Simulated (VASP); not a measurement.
SnO2, 3 atoms in the cell. Symmetry: Fm-3m, No. 225, cubic system. Conventional cell: a = 5.067 Å, b = 5.067 Å, c = 5.067 Å, α = 90.00°, β = 90.00°, γ = 90.00°. Sn (site symmetry m-3m) has 8 O at 2.19 Å within 2.9 Å. Within 2.9 Å of O (site symmetry -43m) lie 4 Sn at 2.19 Å and 6 O at 2.53 Å. 

```yaml
Program: VASP 6.6.1
Task: single point
Functional: r2SCAN
Potentials_or_basis: VASP PAW PBE potentials, release 64 (Sn_d, O)
Cutoff: 520 eV
k_mesh: 8 × 8 × 8
Occupations: gaussian, width 0.01 eV
Spin: no spin polarisation
Dipole_correction: no
Further_INCAR_settings: ALGO = Normal; EDIFF = 1e-06; NBANDS = 20
```

Potentials or basis: VASP PAW PBE potentials, release 64 (Sn_d, O).

The run is started by

```bash
$ cat potpaw_PBE.64/Sn_d/POTCAR potpaw_PBE.64/O/POTCAR > POTCAR
$ cp INCAR.step1 INCAR
$ mpirun -np 1 vasp_std > vasp.out
$ cp INCAR.step2 INCAR
$ mpirun -np 1 vasp_std > vasp.out
```

Hardware: 1 thread of AMD EPYC 7R43 64-Core Processor (Zen 3), on a shared host.

Task: How long does it take, and how much memory?

Result: It took 95 s on 1 thread of AMD EPYC 7R43 64-Core Processor (Zen 3), on a shared host, peak memory 0.13 GiB. Counts: k points 29.
